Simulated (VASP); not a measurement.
# InSe: single point with PBE+D3(BJ)

Crystal: InSe.

```xyz
8
Lattice="4.0318 0.0000 0.0000 -2.0159 3.4916 0.0000 0.0000 0.0000 16.7613" Properties=species:S:1:pos:R:3 pbc="T T T"
In    0.0000    2.3278    2.7933
In    2.0159    1.1639   11.1740
In    0.0000    2.3278    5.5873
In    2.0159    1.1639   13.9680
Se    0.0000    2.3278    9.8870
Se    2.0159    1.1639    1.5063
Se    0.0000    2.3278   15.2550
Se    2.0159    1.1639    6.8743
```

```yaml
Program: VASP 6.6.1
Task: single point
Functional: PBE
Dispersion: D3(BJ)
Potentials_or_basis: VASP PAW PBE potentials, release 64 (In_d, Se)
Cutoff: 520 eV
k_mesh: 12 × 12 × 2
Occupations: gaussian, width 0.02 eV
Spin: no spin polarisation
```

| Item | Value |
| --- | --- |
| Pressure | 0.0 GPa |
| Largest force | 0.016 eV/Å |
| Band gap on the k mesh | 0.36 eV, direct |
| Dispersion energy per atom | -0.297 eV |

Forces on the atoms (eV/Å):
```
In   0.000  0.000  0.016
In   0.000  0.000  0.016
In   0.000  0.000 -0.016
In   0.000  0.000 -0.016
Se   0.000  0.000 -0.013
Se   0.000  0.000 -0.013
Se   0.000  0.000  0.013
Se   0.000  0.000  0.013
```

Levels at points of the mesh, in eV from the valence-band top:
| k point | band 36 | band 37 | band 38 | band 39 | band 40 | band 41 |
| --- | --- | --- | --- | --- | --- | --- |
| (0.00, 0.00, 0.00) | -1.10 | -1.10 | 0.00 | 0.36 | 1.73 | 2.12 |
| (0.50, 0.00, 0.00) | -2.07 | -1.97 | -1.35 | 1.11 | 1.21 | 1.93 |
| (0.00, 0.00, 0.50) | -1.13 | -0.92 | -0.92 | 1.22 | 1.22 | 2.13 |
| (0.50, 0.00, 0.50) | -2.05 | -1.71 | -1.71 | 1.46 | 1.46 | 1.58 |

Run time: 12 min on 1 thread of Oxide Virtual Turin-like Processor, with other jobs on the host, peak memory 0.5 GiB.

Caveat: spin-orbit coupling is left out, which moves the levels of the heavy elements.
